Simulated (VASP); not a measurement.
A run of VASP 6.6.1:

INCAR

```
SYSTEM = Al16CN14
PREC = Accurate
ENCUT = 520
EDIFF = 1E-7
ISMEAR = 0
SIGMA = 0.01
LREAL = Auto
LASPH = .True.
NELM = 150
ALGO = Normal
ISIF = 2
LWAVE = .False.
LCHARG = .True.
ISPIN = 2
MAGMOM = 0.04 0 0 0 0.01 0 0 0.02 0 0 0 0 0.03 0 0 0 0.03 0.02 0 0 0.01 0 0 0 0.02 0 0 0.04 0.04 0 0
LORBIT = 11
NUPDOWN = 1.0
GGA = PE
LELF = .True.
LVHAR = .True.
NBANDS = 86
NELECT = 123.0
```

KPOINTS

```
Automatic mesh
0
Gamma
  1 1 1
  0.25 0.25 0.25
```

The input POSCAR:

```
Al16CN14
1.0
    6.2595139086      0.0000000608      0.0000000000
   -3.1297570086      5.4208980308      0.0000000000
    0.0000000000      0.0000000000     10.0348065900
Al N C
16 14 1
Direct
    0.3451372858      0.1633663202      0.2536326928
    0.1705385281      0.3368305817      0.4973332076
    0.3325190933      0.1638605503      0.7516595660
    0.1636238126      0.3301519325      1.0031017086
    0.3343132421      0.6832048998      0.2484964860
    0.1724683260      0.8388865773      0.4989514813
    0.3330663996      0.6669044036      0.7504805248
    0.1505967852      0.8186229510      1.0093791173
    0.8323704387      0.1649271590      0.2508821715
    0.6749284314      0.3409421672      0.4988174727
    0.8341456641      0.1660851699      0.7486760440
    0.6632308470      0.3289136733      0.9992945131
    0.8307140078      0.6581877975      0.2428765278
    0.6722613365      0.8350453390      0.4965811692
    0.8337181343      0.6662612966      0.7443754358
    0.6636086352      0.8322637571      0.9968828050
    0.3402549188      0.1754377129      0.4421857038
    0.1715201844      0.3314588312      0.1921704968
    0.3233320179      0.1577528270      0.9435879924
    0.1696763629      0.3326790908      0.6901128515
    0.3366127666      0.6725821866      0.4388717959
    0.3269604760      0.6647965990      0.9413536279
    0.1717127729      0.8335611489      0.6917520316
    0.8350160935      0.1699019984      0.4401542474
    0.6681988386      0.3268786614      0.1854331966
    0.8319628757      0.1668661153      0.9382740395
    0.6663773147      0.3286276395      0.6919190186
    0.6697913069      0.8333547666      0.1840298717
    0.8222851315      0.6617442692      0.9348617235
    0.6661798247      0.8324744399      0.6904368689
    0.8434347694      0.6745188531      0.4342572176
```

Potentials or basis: VASP PAW PBE potentials, release 64 (Al, N, C).

Launch:

```console
$ cat potpaw_PBE.64/Al/POTCAR potpaw_PBE.64/N/POTCAR potpaw_PBE.64/C/POTCAR > POTCAR
$ mpirun -np 1 vasp_std > vasp.out
```

Hardware: 1 thread of Intel(R) Xeon(R) Platinum 8259CL CPU @ 2.50GHz (Skylake/Cascade Lake) (shared host).

How long does it take, and how much memory?

It took 23 min on 1 thread of Intel(R) Xeon(R) Platinum 8259CL CPU @ 2.50GHz (Skylake/Cascade Lake) (shared host), peak memory 0.7 GiB. Counts: scf iterations 18, k points 6.
